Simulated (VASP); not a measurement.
# Al (Fm-3m) in VASP: notebook

The runs below take Al through single point, relaxation of volume and atoms at fixed shape, with PBEsol.

All numbers are computed with VASP 6.6.1; they aren't measurements. Logs are shortened: lines on timing, memory, paths and dates and some standing lists are left out, and cuts for length are marked.

## 1. The cell of the first run

It takes space group Fm-3m (No. 225, cubic). Conventional cell: a = 4.007 Å, b = 4.007 Å, c = 4.007 Å, α = 90.00°, β = 90.00°, γ = 90.00°. Within 3.7 Å of Al (site symmetry m-3m) lie 12 Al at 2.83 Å.

## 2. Single point, PBEsol

INCAR

```
ALGO = Normal
EDIFF = 1E-7
ENCUT = 520
GGA = PS
ISIF = 2
ISMEAR = 1
LASPH = True
LCHARG = False
LREAL = False
LWAVE = False
NBANDS = 8
NELM = 100
PREC = Accurate
SIGMA = 0.05
```

KPOINTS

```
k-points
0
Gamma
  10 10 10
```

POSCAR

```
Al
1.0
    0.0000000000      2.0035043419      2.0035043419
    2.0035043419      0.0000000000      2.0035043419
    2.0035043419      2.0035043419      0.0000000000
Al
1
Direct
    0.0000000000      0.0000000000      0.0000000000
```

Potentials or basis: VASP PAW PBE potentials, release 64 (Al).

Run with:

```bash
$ cat potpaw_PBE.64/Al/POTCAR > POTCAR
$ mpirun -np 1 vasp_std > vasp.out
```

OUTCAR:

```text
EDIFF = 1E-7
   ENCUT = 520
   GGA = PS
   ISIF = 2
   ISMEAR = 1
   LASPH = True
   LREAL = False
   NELM = 100
   PREC = Accurate

 ion  position               nearest neighbor table
   1  0.000  0.000  0.000-

  LATTYP: Found a face centered cubic cell.
 ALAT       =     4.0070086838

  Lattice vectors:

 A1 = (   0.0000000000,   2.0035043419,   2.0035043419)
 A2 = (   2.0035043419,   0.0000000000,   2.0035043419)
 A3 = (   2.0035043419,   2.0035043419,   0.0000000000)

Analysis of symmetry for initial positions (statically):
=====================================================================
 Subroutine PRICEL returns:
 Original cell was already a primitive cell.

 Routine SETGRP: Setting up the symmetry group for a
 face centered cubic supercell.

 Subroutine GETGRP returns: Found 48 space group operations
 (whereof 48 operations were pure point group operations)
 out of a pool of 48 trial point group operations.

The static configuration has the point symmetry O_h .

Analysis of symmetry for dynamics (positions and initial velocities):
=====================================================================
 Subroutine PRICEL returns:
 Original cell was already a primitive cell.

 Routine SETGRP: Setting up the symmetry group for a
 face centered cubic supercell.

 Subroutine GETGRP returns: Found 48 space group operations
 (whereof 48 operations were pure point group operations)
 out of a pool of 48 trial point group operations.

The dynamic configuration has the point symmetry O_h .

 Subroutine INISYM returns: Found 48 space group operations
 (whereof 48 operations are pure point group operations),
 and found     1 'primitive' translations

----------------------------------------------------------------------------------------

                                     Primitive cell

  volume of cell :      16.0843

  direct lattice vectors                    reciprocal lattice vectors
     0.000000000  2.003504342  2.003504342    -0.249562723  0.249562723  0.249562723
     2.003504342  0.000000000  2.003504342     0.249562723 -0.249562723  0.249562723
     2.003504342  2.003504342  0.000000000     0.249562723  0.249562723 -0.249562723

  length of vectors
     2.833383013  2.833383013  2.833383013     0.432255317  0.432255317  0.432255317

  position of ions in fractional coordinates (direct lattice)
     0.000000000  0.000000000  0.000000000

  ion indices of the primitive-cell ions
   primitive index   ion index
                 1           1

----------------------------------------------------------------------------------------

 KPOINTS: k-points

Automatic generation of k-mesh.
 Grid dimensions read from file:
 generate k-points for:   10   10   10

 Generating k-lattice:

  Cartesian coordinates                     Fractional coordinates (reciprocal lattice)
    -0.024956272  0.024956272  0.024956272     0.100000000  0.000000000  0.000000000
     0.024956272 -0.024956272  0.024956272     0.000000000  0.100000000  0.000000000
     0.024956272  0.024956272 -0.024956272     0.000000000  0.000000000  0.100000000

  Length of vectors
     0.043225532  0.043225532  0.043225532

  Shift w.r.t. Gamma in fractional coordinates (k-lattice)
     0.000000000  0.000000000  0.000000000

 Subroutine IBZKPT returns following result:
 ===========================================

 Found     47 irreducible k-points:

 Following reciprocal coordinates:
            Coordinates               Weight
  0.000000  0.000000  0.000000      1.000000
  0.100000  0.000000  0.000000      8.000000
  0.200000  0.000000  0.000000      8.000000
  0.300000  0.000000  0.000000      8.000000
  0.400000  0.000000  0.000000      8.000000
  0.500000  0.000000  0.000000      4.000000
[... 16 lines left out ...]
  0.300000  0.300000  0.000000      6.000000
  0.400000  0.300000  0.000000     24.000000
 [... further k-points ...]
   k-points           NKPTS =     47   k-points in BZ     NKDIM =     47   number of bands    NBANDS=      8
   number of dos      NEDOS =    301   number of ions     NIONS =      1
   total plane-waves  NPLWV =  13824
   dimension x,y,z NGX =    24 NGY =   24 NGZ =   24
   dimension x,y,z NGXF=    48 NGYF=   48 NGZF=   48
   ions per type =               1
   NGX,Y,Z   is equivalent  to a cutoff of  14.08, 14.08, 14.08 a.u.
   NGXF,Y,Z  is equivalent  to a cutoff of  28.16, 28.16, 28.16 a.u.
 SYSTEM =  unknown system
   PREC   = accura    normal or accurate (medium, high low for compatibility)
   ISTART =      0    job   : 0-new  1-cont  2-samecut
   ICHARG =      2    charge: 1-file 2-atom 10-const
   ISPIN  =      1    spin polarized calculation?
   LNONCOLLINEAR =      F non collinear calculations
   LSORBIT =      F    spin-orbit coupling
   LASPH  =      T    aspherical Exc in radial PAW
   ENCUT  =  520.0 eV  38.22 Ry    6.18 a.u.   5.27  5.27  5.27*2*pi/ulx,y,z
   NELM   =    100;   NELMIN=  2; NELMDL= -5     # of ELM steps
   EDIFF  = 0.1E-06   stopping-criterion for ELM
   LREAL  =      F    real-space projection
   EDIFFG = 0.1E-05   stopping-criterion for IOM
   NSW    =      0    number of steps for IOM
   IBRION =     -1    ionic relax: 0-MD 1-quasi-New 2-CG
   NFREE  =      0    steps in history (QN), initial steepest desc. (CG)
   ISIF   =      2    stress and relaxation
   ISYM   =      2    0-nonsym 1-usesym 2-fastsym
   POTIM  = 0.5000    time-step for ionic-motion
   TEBEG  =    0.0;   TEEND  =   0.0 temperature during run
   PSTRESS=    0.0 pullay stress
   NELECT =       3.0000    total number of electrons
   NUPDOWN=      -1.0000    fix difference up-down
   EMIN   =  10.00;   EMAX   =-10.00  energy-range for DOS
   EFERMI =   0.00;   METHOD = LEGACY
   ISMEAR =     1;   SIGMA  =   0.05  broadening in eV -4-tet -1-fermi 0-gaus
   EFERMI_NEDOS =   21; number of points for ismear=-14 and -15
   IALGO  =     38    algorithm
   IMIX   =      4    mixing-type and parameters
     AMIX     =   0.40;   BMIX     =  1.00
     AMIX_MAG =   1.60;   BMIX_MAG =  1.00
  volume/ion in A,a.u.               =      16.08       108.54
  Fermi-wavevector in a.u.,A,eV,Ry     =   0.935366  1.767586 11.903870  0.874910
  Thomas-Fermi vector in A             =   2.062266
   LORBIT       =      0    0 simple, 1 ext, 2 COOP (PROOUT), +10 PAW based schemes
   GGA     = PS    functional components
   LHFCALC =     F    Hartree Fock is set to
   AEXX    =    0.0000 exact exchange contribution
   IVDW    =     0    specifies the selected vdW correction
   LEPSILON=     F    determine dielectric tensor
   LRPA    =     F    only Hartree local field effects (RPA)
 non-spin polarized calculation
 Methfessel and Paxton  Order N= 1 SIGMA  =   0.05
  energy-cutoff  :      520.00
  volume of cell :       16.08
 maximum number of plane-waves:       444
 NGX is ok and might be reduce to    24
   NGX = 11   NGY = 11   NGZ = 11

 number of electron       3.0000000 magnetization

 Free energy of the ion-electron system (eV)
  ---------------------------------------------------
  ext. energy  EPLUGINS =         0.00000000
  ---------------------------------------------------
  free energy    TOTEN  =        -4.07202401 eV

  energy without entropy =       -4.07147689  energy(sigma->0) =       -4.07184164

 E-fermi :   8.3225     XC(G=0): -10.3512

 val. band max:        8.3065120647   @ k =  -0.4000   0.4000   0.1000
 cond. band min:       8.3301697922   @ k =  -0.4000   0.4000   0.0000
 fundamental gap:      0.0236577274
 Fermi energy:         8.3224682476

 k-point     1 :       0.0000    0.0000    0.0000
  band No.  band energies     occupation
      1      -3.0901      2.00000
      2      20.9528      0.00000
      3      20.9528      0.00000
      4      20.9528      0.00000
      5      22.6382      0.00000
      6      22.6382      0.00000
      7      22.6382      0.00000
      8      24.8872      0.00000

 k-point     2 :       0.1000    0.0000    0.0000
  band No.  band energies     occupation
      1      -2.8139      2.00000
      2      17.6674      0.00000
      3      20.2674      0.00000
      4      20.2674      0.00000
      5      23.2419      0.00000
      6      23.7427      0.00000
      7      23.7427      0.00000
      8      26.5539      0.00000

 k-point     3 :       0.2000    0.0000    0.0000
  band No.  band energies     occupation
      1      -1.9886      2.00000
      2      13.6213      0.00000
      3      19.5187      0.00000
      4      19.5187      0.00000
      5      22.9354      0.00000
      6      24.1063      0.00000
      7      24.1063      0.00000
      8      26.1835      0.00000

 k-point     4 :       0.3000    0.0000    0.0000
  band No.  band energies     occupation
      1      -0.6239      2.00000
      2       9.8772      0.00000
      3      19.1695      0.00000
      4      19.1695      0.00000
      5      22.3116      0.00000
      6      22.3116      0.00000
      7      22.7533      0.00000
      8      26.3844      0.00000

 k-point     5 :       0.4000    0.0000    0.0000
  band No.  band energies     occupation
      1       1.2641      2.00000
      2       6.5456      2.00000
      3      19.2672      0.00000
      4      19.2672      0.00000
      5      20.8468      0.00000
      6      20.8468      0.00000
      7      22.9622      0.00000
      8      24.8327      0.00000

 k-point     6 :       0.5000    0.0000    0.0000
  band No.  band energies     occupation
      1       3.5215      2.00000
      2       3.8052      2.00000
      3      19.7702      0.00000
      4      19.7702      0.00000
      5      19.8829      0.00000
      6      19.8829      0.00000
      7      23.5071      0.00000
      8      23.8195      0.00000

 k-point     7 :       0.1000    0.1000    0.0000
  band No.  band energies     occupation
      1      -2.7219      2.00000
      2      18.8675      0.00000
      3      18.8675      0.00000
      4      19.0839      0.00000
      5      21.8377      0.00000
      6      24.3398      0.00000
      7      25.2577      0.00000
      8      25.2577      0.00000

 k-point     8 :       0.2000    0.1000    0.0000
  band No.  band energies     occupation
      1      -2.0800      2.00000
      2      15.1062      0.00000
      3      17.8850      0.00000
      4      19.2773      0.00000
      5      21.8017      0.00000
      6      22.5691      0.00000
      7      25.6238      0.00000
      8      26.5883      0.00000

 k-point     9 :       0.3000    0.1000    0.0000
  band No.  band energies     occupation
      1      -0.8958      2.00000
      2      11.2886      0.00000
      3      17.3572      0.00000
      4      18.9390      0.00000
      5      19.7363      0.00000
      6      24.6852      0.00000
      7      25.1273      0.00000
      8      25.5812      0.00000

 k-point    10 :       0.4000    0.1000    0.0000
  band No.  band energies     occupation
      1       0.8167      2.00000
      2       7.8299      2.00000
      3      17.2918      0.00000
      4      17.9733      0.00000
      5      19.0126      0.00000
      6      23.5858      0.00000
      7      25.4091      0.00000
      8      26.6691      0.00000
[... 78 lines left out ...]
 k-point    18 :       0.4000    0.2000    0.0000
  band No.  band energies     occupation
      1       0.9054      2.00000
      2       9.5885      0.00000
      3      14.8547      0.00000
      4      15.7971      0.00000
      5      17.4805      0.00000
      6      23.4853      0.00000
      7      26.7306      0.00000
      8      29.4115      0.00000

 k-point    19 :       0.5000    0.2000    0.0000
  band No.  band energies     occupation
      1       2.9442      2.00000
      2       6.4500      2.00000
      3      13.4544      0.00000
      4      16.0386      0.00000
      5      17.8163      0.00000
      6      25.4904      0.00000
      7      26.4044      0.00000
      8      28.8827      0.00000

 k-point    20 :      -0.4000    0.2000    0.0000
  band No.  band energies     occupation
      1       3.7322      2.00000
      2       5.4952      2.00000
      3      12.5553      0.00000
      4      16.7498      0.00000
      5      18.6255      0.00000
      6      24.6499      0.00000
      7      27.2616      0.00000
      8      30.2088      0.00000

 k-point    21 :      -0.3000    0.2000    0.0000
  band No.  band energies     occupation
      1       1.5311      2.00000
      2       8.4358     -0.00618
      3      12.2073      0.00000
      4      17.9316      0.00000
      5      19.9128      0.00000
      6      24.2286      0.00000
      7      26.7209      0.00000
      8      27.4496      0.00000

 k-point    22 :      -0.2000    0.2000    0.0000
  band No.  band energies     occupation
      1      -0.1721      2.00000
      2      11.3128      0.00000
      3      12.8741      0.00000
      4      19.5779      0.00000
      5      21.6258      0.00000
      6      23.8029      0.00000
      7      24.9331      0.00000
      8      25.9333      0.00000

 k-point    23 :       0.3000    0.3000    0.0000
  band No.  band energies     occupation
      1       0.1874      2.00000
      2      14.1783      0.00000
      3      14.9235      0.00000
      4      15.1661      0.00000
      5      15.1661      0.00000
      6      18.8179      0.00000
      7      30.8073      0.00000
      8      32.0418      0.00000

 k-point    24 :       0.4000    0.3000    0.0000
  band No.  band energies     occupation
      1       1.5277      2.00000
      2      11.6800      0.00000
      3      12.1727      0.00000
      4      14.7792      0.00000
      5      16.0679      0.00000
      6      19.7773      0.00000
      7      30.1202      0.00000
      8      32.4406      0.00000

 [... further k-points ...]

------------------------ aborting loop because EDIFF is reached ----------------------------------------

  FORCE on cell =-STRESS in cart. coord.  units (eV):
  Direction    XX          YY          ZZ          XY          YZ          ZX
  --------------------------------------------------------------------------------------
  -------------------------------------------------------------------------------------
  Total        0.0039486      0.0039486      0.0039486      0.0000000      0.0000000     -0.0000000
  in kB        0.3933311      0.3933311      0.3933311      0.0000000      0.0000000     -0.0000000
  external PRESSURE =       0.3933311 kB  Pullay stress =       0.0000000 kB

 VOLUME and BASIS-vectors are now :
 -----------------------------------------------------------------------------
  energy-cutoff  :      520.00
  volume of cell :       16.08
      direct lattice vectors                 reciprocal lattice vectors
     0.000000000  2.003504342  2.003504342    -0.249562723  0.249562723  0.249562723
     2.003504342  0.000000000  2.003504342     0.249562723 -0.249562723  0.249562723
     2.003504342  2.003504342  0.000000000     0.249562723  0.249562723 -0.249562723

 POSITION                                       TOTAL-FORCE (eV/Angst)
 -----------------------------------------------------------------------------------
      0.00000      0.00000      0.00000         0.000000      0.000000      0.000000
 -----------------------------------------------------------------------------------
    total drift:                               -0.000000      0.000000      0.000000

  FREE ENERGIE OF THE ION-ELECTRON SYSTEM (eV)
  ---------------------------------------------------
  free  energy   TOTEN  =        -4.0720240143 eV

  energy  without entropy=       -4.0714768944  energy(sigma->0) =       -4.07184164
```

It took 14 s on 1 thread of AMD EPYC, shared host; peak memory 0.1 GiB.

Results:

| Item | Value |
| --- | --- |
| Free energy | -4.0720 eV |
| Pressure | 0.0 GPa |
| Band gap on the k mesh | zero (an odd number of electrons rules out a gap without spin polarisation) |

Levels at points of the mesh, in eV from the Fermi level:
```
           k point  band 1  band 2  band 3  band 4
(0.00, 0.00, 0.00)  -11.41   12.63   12.63   12.63
(0.50, 0.00, 0.00)   -4.80   -4.52   11.45   11.45
(0.50, 0.50, 0.00)   -3.09   -1.72    5.15    5.60
```

Caveat: the PAW data sets were made with another functional, which shifts forces and pressure a little.

## 3. Relaxation of volume and atoms at fixed shape, PBEsol

This run uses another cell than the first one, of 16.60 Å³/atom.

INCAR

```
SYSTEM = Al
  PREC = Accurate
  ENCUT = 600
  EDIFF = 1E-6
  ISMEAR = 1
  SIGMA = 0.05
  LREAL = .False.
  LASPH = .True.
  NELM = 80
  ALGO = Normal
  ISIF = 8
  LWAVE = .False.
  LCHARG = .False.
  GGA = PS
  IBRION = 2
  NSW = 60
  EDIFFG = -0.03
```

KPOINTS

```
regular mesh
0
Gamma
  10 10 10
  0 0 0
```

POSCAR

```
Al
1.0
    0.0000000000      2.0248100000      2.0248100000
    2.0248100000      0.0000000000      2.0248100000
    2.0248100000      2.0248100000      0.0000000000
Al
1
Direct
    0.0000000000      0.0000000000      0.0000000000
```

Potentials or basis: VASP PAW PBE potentials, release 64 (Al).

Run with:

```bash
$ cat potpaw_PBE.64/Al/POTCAR > POTCAR
$ mpirun -np 1 vasp_std > vasp.out
```

Wall time 15 s (1 thread of AMD EPYC, shared host); peak memory 0.1 GiB.

It converged, with:

```
Free energy                           : -4.0721 eV
Relaxed volume                        : 16.05 Å³/atom
Relaxed cell                          : a = 2.832 Å, b = 2.832 Å, c = 2.832 Å, α = 60.00°, β = 60.00°, γ = 60.00°
Space group after relaxing (to 0.1 Å) : Fm-3m (No. 225)
Energy gained by relaxing             : 3.5 meV/atom
Ionic steps                           : 2
Pressure after relaxing               : 0.2 GPa
Band gap on the k mesh                : zero (an odd number of electrons rules out a gap without spin polarisation)
```

Step by step:
```csv
step,energy change (eV),largest force (eV/Å),pressure (GPa),volume (Å³)
1,0.0000,0.0000,-2.23,16.60
2,-0.0035,0.0000,0.18,16.05
```

Final structure:
```cif
data_structure
_symmetry_space_group_name_H-M 'P 1'
_symmetry_Int_Tables_number 1
_cell_length_a 2.8315
_cell_length_b 2.8315
_cell_length_c 2.8315
_cell_angle_alpha 60.000
_cell_angle_beta 60.000
_cell_angle_gamma 60.000
_cell_volume 16.05
loop_
_atom_site_label
_atom_site_type_symbol
_atom_site_fract_x
_atom_site_fract_y
_atom_site_fract_z
_atom_site_occupancy
Al1 Al 0.00000 0.00000 0.00000 1
```

Levels at points of the mesh, in eV from the Fermi level:
| k point | band 1 | band 2 | band 3 | band 4 | band 5 |
| --- | --- | --- | --- | --- | --- |
| (0.00, 0.00, 0.00) | -11.43 | 12.64 | 12.64 | 12.64 | 14.34 |
| (0.50, 0.00, 0.00) | -4.81 | -4.52 | 11.46 | 11.52 | 11.58 |
| (0.50, 0.50, 0.00) | -3.09 | -1.72 | 5.15 | 5.61 | 5.61 |

Caveat: the PAW data sets were made with another functional, which shifts forces and pressure a little.
